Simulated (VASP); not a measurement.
# B (I4_1/amd) in VASP: relaxation of cell and atoms with RPBE

Aim: the relaxation of cell and atoms of B with RPBE.

Everything below comes from runs of VASP 6.6.1. Logs are shortened: lines on timing, memory, paths and dates and some standing lists are left out, and cuts for length are marked.

## 1. The cell of the first run

The structure is tetragonal, space group I4_1/amd (No. 141). Conventional cell: a = 3.694 Å, b = 3.694 Å, c = 2.017 Å, α = 90.00°, β = 90.00°, γ = 90.00°. B (site symmetry -4m2) has 10 B at 1.91 to 2.39 Å within 2.5 Å.

## 2. Relaxation of cell and atoms, RPBE

INCAR

```
PREC = Accurate ; ENCUT = 600
EDIFF = 1E-6 ; ISMEAR = -1
SIGMA = 0.1 ; LREAL = False
LASPH = True ; NELM = 80
ALGO = Normal ; ISIF = 3
LWAVE = False ; LCHARG = False
GGA = RP ; IBRION = 2
NSW = 80 ; EDIFFG = -0.01
ISYM = 0
```

KPOINTS

```
Automatic mesh
0
Gamma
  17 17 12
```

POSCAR

```
B
1.0
   -1.8471104345      1.8471104345      1.0085222972
    1.8471104345     -1.8471104345      1.0085222972
    1.8471104345      1.8471104345     -1.0085222972
B
2
Direct
    0.0000000000      0.0000000000      0.0000000000
    0.7500000000      0.2500000000      0.5000000000
```

Potentials or basis: VASP PAW PBE potentials, release 64 (B).

Launch:

```console
> cat potpaw_PBE.64/B/POTCAR > POTCAR
> mpirun -np 1 vasp_std > vasp.out
```

OUTCAR:

```text
PREC = Accurate
   ENCUT = 600
   EDIFF = 1E-6
   ISMEAR = -1
   LREAL = False
   LASPH = True
   NELM = 80
   ISIF = 3
   GGA = RP
   IBRION = 2
   NSW = 80
   EDIFFG = -0.01
   ISYM = 0

 ion  position               nearest neighbor table
   1  0.000  0.000  0.000-   2 1.91   2 1.91   2 1.91   2 1.91
   2  0.750  0.250  0.500-   1 1.91   1 1.91   1 1.91   1 1.91

IMPORTANT INFORMATION: All symmetrisations will be switched off!
NOSYMM: (Re-)initialisation of all symmetry stuff for point group C_1.

----------------------------------------------------------------------------------------

                                     Primitive cell

  volume of cell :      13.7636

  direct lattice vectors                    reciprocal lattice vectors
    -1.847110435  1.847110435  1.008522297     0.000000000  0.270693073  0.495774859
     1.847110435 -1.847110435  1.008522297     0.270693073  0.000000000  0.495774859
     1.847110435  1.847110435 -1.008522297     0.270693073  0.270693073  0.000000000

  length of vectors
     2.800134129  2.800134129  2.800134129     0.564860559  0.564860559  0.382817815

  position of ions in fractional coordinates (direct lattice)
     0.000000000  0.000000000  0.000000000
     0.750000000  0.250000000  0.500000000

  ion indices of the primitive-cell ions
   primitive index   ion index
                 1           1
                 2           2

----------------------------------------------------------------------------------------

 KPOINTS: Automatic mesh

Automatic generation of k-mesh.
 Grid dimensions read from file:
 generate k-points for:   17   17   12

 Generating k-lattice:

  Cartesian coordinates                     Fractional coordinates (reciprocal lattice)
     0.000000000  0.015923122  0.029163227     0.058823529  0.000000000 -0.000000000
     0.015923122  0.000000000  0.029163227     0.000000000  0.058823529 -0.000000000
     0.022557756  0.022557756  0.000000000     0.000000000  0.000000000  0.083333333

  Length of vectors
     0.033227092  0.033227092  0.031901485

  Shift w.r.t. Gamma in fractional coordinates (k-lattice)
     0.000000000  0.000000000  0.000000000

 -----------------------------------------------------------------------------
|                                                                             |
|           W    W    AA    RRRRR   N    N  II  N    N   GGGG   !!!           |
|           W    W   A  A   R    R  NN   N  II  NN   N  G    G  !!!           |
|           W    W  A    A  R    R  N N  N  II  N N  N  G       !!!           |
|           W WW W  AAAAAA  RRRRR   N  N N  II  N  N N  G  GGG   !            |
|           WW  WW  A    A  R   R   N   NN  II  N   NN  G    G                |
|           W    W  A    A  R    R  N    N  II  N    N   GGGG   !!!           |
|                                                                             |
|     Your reciprocal lattice and k-lattice belong to different lattice       |
|     classes:                                                                |
|                                                                             |
|        The reciprocal lattice is body-centered tetragonal,                  |
|        whereas your k-lattice is base-centered monoclinic.                  |
|                                                                             |
|     Results are often still useful ...                                      |
|                                                                             |
 -----------------------------------------------------------------------------

 WARNING: IBZKPT: internal override: KBLOWUP is changed to .FALSE.
      ... skipping the blow-up phase ...

 Subroutine IBZKPT returns following result:
 ===========================================

 Found   1735 irreducible k-points:

 Following reciprocal coordinates:
            Coordinates               Weight
  0.000000  0.000000  0.000000      1.000000
  0.058824  0.000000  0.000000      2.000000
  0.117647  0.000000 -0.000000      2.000000
  0.176471  0.000000  0.000000      2.000000
  0.235294  0.000000 -0.000000      2.000000
  0.294118  0.000000  0.000000      2.000000
[... 16 lines left out ...]
 -0.235294  0.058824  0.000000      2.000000
 -0.176471  0.058824  0.000000      2.000000
 [... further k-points ...]
   k-points           NKPTS =   1735   k-points in BZ     NKDIM =   1735   number of bands    NBANDS=      7
   number of dos      NEDOS =    301   number of ions     NIONS =      2
   total plane-waves  NPLWV =  13824
   dimension x,y,z NGX =    24 NGY =   24 NGZ =   24
   dimension x,y,z NGXF=    48 NGYF=   48 NGZF=   48
   ions per type =               2
   NGX,Y,Z   is equivalent  to a cutoff of  14.25, 14.25, 14.25 a.u.
   NGXF,Y,Z  is equivalent  to a cutoff of  28.50, 28.50, 28.50 a.u.
 SYSTEM =  unknown system
   PREC   = accura    normal or accurate (medium, high low for compatibility)
   ISTART =      0    job   : 0-new  1-cont  2-samecut
   ICHARG =      2    charge: 1-file 2-atom 10-const
   ISPIN  =      1    spin polarized calculation?
   LNONCOLLINEAR =      F non collinear calculations
   LSORBIT =      F    spin-orbit coupling
   LASPH  =      T    aspherical Exc in radial PAW
   ENCUT  =  600.0 eV  44.10 Ry    6.64 a.u.   5.59  5.59  5.59*2*pi/ulx,y,z
   NELM   =     80;   NELMIN=  2; NELMDL= -5     # of ELM steps
   EDIFF  = 0.1E-05   stopping-criterion for ELM
   LREAL  =      F    real-space projection
   EDIFFG = -.1E-01   stopping-criterion for IOM
   NSW    =     80    number of steps for IOM
   IBRION =      2    ionic relax: 0-MD 1-quasi-New 2-CG
   NFREE  =      1    steps in history (QN), initial steepest desc. (CG)
   ISIF   =      3    stress and relaxation
   ISYM   =      0    0-nonsym 1-usesym 2-fastsym
   POTIM  = 0.5000    time-step for ionic-motion
   TEBEG  =    0.0;   TEEND  =   0.0 temperature during run
   PSTRESS=    0.0 pullay stress
   NELECT =       6.0000    total number of electrons
   NUPDOWN=      -1.0000    fix difference up-down
   EMIN   =  10.00;   EMAX   =-10.00  energy-range for DOS
   EFERMI =   0.00;   METHOD = LEGACY
   ISMEAR =    -1;   SIGMA  =   0.10  broadening in eV -4-tet -1-fermi 0-gaus
   EFERMI_NEDOS =   21; number of points for ismear=-14 and -15
   IALGO  =     38    algorithm
   IMIX   =      4    mixing-type and parameters
     AMIX     =   0.40;   BMIX     =  1.00
     AMIX_MAG =   1.60;   BMIX_MAG =  1.00
  volume/ion in A,a.u.               =       6.88        46.44
  Fermi-wavevector in a.u.,A,eV,Ry     =   1.241314  2.345743 20.964665  1.540859
  Thomas-Fermi vector in A             =   2.375717
   LORBIT       =      0    0 simple, 1 ext, 2 COOP (PROOUT), +10 PAW based schemes
   GGA     = RP    functional components
   LHFCALC =     F    Hartree Fock is set to
   AEXX    =    0.0000 exact exchange contribution
   IVDW    =     0    specifies the selected vdW correction
   LEPSILON=     F    determine dielectric tensor
   LRPA    =     F    only Hartree local field effects (RPA)
 conjugate gradient relaxation of ions
 non-spin polarized calculation
  energy-cutoff  :      600.00
  volume of cell :       13.76
 maximum number of plane-waves:       476
   NGX = 11   NGY = 11   NGZ = 11

--------------------------------------- Ionic step        1  -------------------------------------------

 number of electron       6.0000000 magnetization

 Free energy of the ion-electron system (eV)
  ---------------------------------------------------
  ext. energy  EPLUGINS =         0.00000000
  ---------------------------------------------------
  free energy    TOTEN  =       -10.11267059 eV

  energy without entropy =      -10.08549881  energy(sigma->0) =      -10.09908470

------------------------ aborting loop because EDIFF is reached ----------------------------------------

  FORCE on cell =-STRESS in cart. coord.  units (eV):
  Direction    XX          YY          ZZ          XY          YZ          ZX
  --------------------------------------------------------------------------------------
  -------------------------------------------------------------------------------------
  Total        0.5882427      0.5882428     -1.4962155      0.0057717      0.0144995      0.0144996
  in kB       68.4756060     68.4756190   -174.1700639      0.6718692      1.6878466      1.6878530
  external PRESSURE =     -12.4062796 kB  Pullay stress =       0.0000000 kB
[... 89 lines left out ...]
  FREE ENERGIE OF THE ION-ELECTRON SYSTEM (eV)
  ---------------------------------------------------
  free  energy   TOTEN  =       -10.4057856626 eV

  energy  without entropy=      -10.3867593703  energy(sigma->0) =      -10.39627252

[... ionic steps 4 to 56 ...]

--------------------------------------- Ionic step       57  -------------------------------------------

 number of electron       6.0000000 magnetization

------------------------ aborting loop because EDIFF is reached ----------------------------------------

  FORCE on cell =-STRESS in cart. coord.  units (eV):
  Direction    XX          YY          ZZ          XY          YZ          ZX
  --------------------------------------------------------------------------------------
  -------------------------------------------------------------------------------------
  Total        0.0322727      0.0322731     -0.0880112      0.0166211      0.0069406      0.0069411
  in kB        2.8270970      2.8271340     -7.7098031      1.4560158      0.6079975      0.6080411
  external PRESSURE =      -0.6851907 kB  Pullay stress =       0.0000000 kB
[... 57 lines left out ...]
  energy  without entropy=      -11.8576402581  energy(sigma->0) =      -11.86287061

--------------------------------------- Ionic step       59  -------------------------------------------

 number of electron       6.0000000 magnetization

 Free energy of the ion-electron system (eV)
  ---------------------------------------------------
  ext. energy  EPLUGINS =         0.00000000
  ---------------------------------------------------
  free energy    TOTEN  =       -11.86819440 eV

  energy without entropy =      -11.85765913  energy(sigma->0) =      -11.86292676

 E-fermi :   4.4131     XC(G=0): -10.2328

 val. band max:        4.4006163032   @ k =  -0.1765  -0.1176   0.4167
 cond. band min:       4.4145837570   @ k =  -0.2941   0.2353   0.0833
 fundamental gap:      0.0139674538
 Fermi energy:         4.4131263203

 k-point     1 :       0.0000    0.0000    0.0000
  band No.  band energies     occupation
      1     -11.5941      2.00000
      2      -1.3428      2.00000
      3      -0.7814      2.00000
      4       2.0745      2.00000
      5       7.2592      0.00000
      6      12.5985      0.00000
      7      16.0571      0.00000
[... 221 lines left out ...]
 k-point    24 :      -0.1765    0.0588    0.0000
  band No.  band energies     occupation
      1     -11.0053      2.00000
      2      -1.2382      2.00000
      3      -0.0263      2.00000
      4       3.4245      1.99990
      5       7.4481      0.00000
      6      13.0786      0.00000
      7      16.0887      0.00000

 [... further k-points ...]

------------------------ aborting loop because EDIFF is reached ----------------------------------------

  FORCE on cell =-STRESS in cart. coord.  units (eV):
  Direction    XX          YY          ZZ          XY          YZ          ZX
  --------------------------------------------------------------------------------------
  -------------------------------------------------------------------------------------
  Total        0.0102468      0.0102459      0.0134273      0.0032343     -0.0138965     -0.0138964
  in kB        0.8960363      0.8959594      1.1741566      0.2828258     -1.2151853     -1.2151750
  external PRESSURE =       0.9887175 kB  Pullay stress =       0.0000000 kB
[... 17 lines left out ...]
  FREE ENERGIE OF THE ION-ELECTRON SYSTEM (eV)
  ---------------------------------------------------
  free  energy   TOTEN  =       -11.8681943993 eV

  energy  without entropy=      -11.8576591301  energy(sigma->0) =      -11.86292676

 reached required accuracy - stopping structural energy minimisation
```

It took 25 min on 1 thread of Intel Xeon 6975P-C (Granite Rapids), shared host; peak memory 0.29 GiB.

Results:

* Free energy: -11.8682 eV
* Relaxed volume: 9.16 Å³/atom
* Relaxed cell: a = 3.978 Å, b = 3.978 Å, c = 2.885 Å, α = 89.99°, β = 89.99°, γ = 156.34°
* Space group after relaxing (to 0.05 Å): Cmcm (No. 63)
* Energy gained by relaxing: 877.8 meV/atom
* Ionic steps: 59
* Pressure after relaxing: 0.1 GPa
* Largest force after relaxing: 0.008 eV/Å
* Band gap on the k mesh: zero (band 3 reaches 10.22 eV, above the bottom of band 4 at -0.07 eV)

Forces in eV/Å, atoms in the order of the input:
```
B   -0.006  0.006  0.000
B    0.006 -0.006  0.000
```

The path:
```
step  energy change (eV)  largest force (eV/Å)  pressure (GPa)  volume (Å³)
   1              0.0000                0.0027           -1.24        13.76
   3             -0.2931                0.0126            0.36        13.37
   5             -0.4474                0.0240            9.65        13.05
   7             -0.5093                0.0474           31.38        12.70
   9             -0.5331                0.0475           30.41        12.83
  11             -0.5872                0.0482           31.87        13.31
  13             -0.7606                0.0712            8.79        16.36
  15             -0.7951                0.0739           -1.16        16.48
  17             -0.7955                0.0813           -0.79        16.45
  19             -0.7984                0.1469            0.01        16.23
  21             -0.8093                0.4138            3.83        15.36
  23             -0.8136                0.7205           10.98        14.22
  25             -0.8140                0.7263           11.15        14.19
  27             -0.8157                0.7479           11.80        14.10
  29             -0.8213                0.8184           14.91        13.74
  31             -0.8312                0.8872           21.48        13.15
  33             -0.8158                0.4565           43.34        12.04
  35             -0.8698                0.8037           29.29        12.63
  37             -1.0375                0.5208           31.64        12.50
  39             -1.0599                0.2730           33.75        12.45
  41             -1.2866                0.5110           14.10        13.45
  43             -1.5165                0.4448           -1.86        15.31
  45             -1.5867                0.1989            5.91        15.71
  47             -1.7354                0.1956           -0.07        17.36
  49             -1.7501                0.1189            0.65        17.75
  51             -1.7541                0.0454           -0.19        18.05
  53             -1.7549                0.0046           -0.04        18.13
  55             -1.7552                0.0062            0.18        18.19
  57             -1.7554                0.0112           -0.07        18.29
  59             -1.7555                0.0078            0.10        18.32
```

Final structure:
```yaml
crystal:
  lattice:
    - [-2.66912, 2.83768, 0.80673]
    - [2.83767, -2.66912, 0.80673]
    - [2.01821, 2.01821, -0.42036]
  atoms:
    - { symbol: B, position: [0.06930, 0.93070, 0.00000] }
    - { symbol: B, position: [0.68070, 0.31930, 0.50000] }
```

Levels at points of the mesh, in eV from the Fermi level:
| k point | band 1 | band 2 | band 3 | band 4 | band 5 | band 6 | band 7 |
| --- | --- | --- | --- | --- | --- | --- | --- |
| (0.00, 0.00, 0.00) | -16.01 | -5.76 | -5.19 | -2.34 | 2.85 | 8.19 | 11.64 |
| (0.00, 0.00, 0.50) | -12.62 | -12.62 | -3.08 | -3.08 | 5.17 | 5.17 | 15.38 |

Caveat: the volume moved by over 15 % at a fixed basis, so the end points are rough; the PAW data sets were made with another functional, which shifts forces and pressure a little.
